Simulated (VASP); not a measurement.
Runs of VASP 6.6.1 on CO2 (CO2-V). The structure is that of space group I-42d (No. 122), or close to it. The cells are those of the table. 

| task | cell | cutoff (eV) | gap on the mesh (eV) | pressure (GPa) | largest force (eV/Å) |
| --- | --- | --- | --- | --- | --- |
| single point | a = 3.791 Å, angles 129.1, 129.1, 74.8°, 6 atoms | 520 | 7.09 | (a) | 0.19 |
| relaxation of cell and atoms | relaxed to 100 GPa from a = 3.844 Å, angles 126.9, 126.9, 78.4°, 6 atoms | 600 | (b) | 100.0 | - |
| single point | a = 3.844 Å, angles 126.9, 126.9, 78.4°, 6 atoms | 520 | 7.18 | 63.1 | 0.16 |
| relaxation of cell and atoms | relaxed to 60 GPa from a = 3.868 Å, angles 124.3, 124.3, 82.8°, 6 atoms | 600 | (c) | 60.0 | - |

Alike in all rows: level PBEsol; potentials or basis VASP PAW PBE potentials, release 64 (C, O); no spin polarisation; k mesh 8 × 8 × 8; smearing gaussian 0.01 eV.

**Question.** Fill in the values left out.

**Answer.** (a) 103.6; (b) 7.08; (c) 7.15.

Caveats: the PAW data sets were made with another functional, which shifts forces and pressure a little; the cell is relaxed towards a set pressure, so the enthalpy falls and the energy may rise (some runs).

A k mesh can miss the band edges.
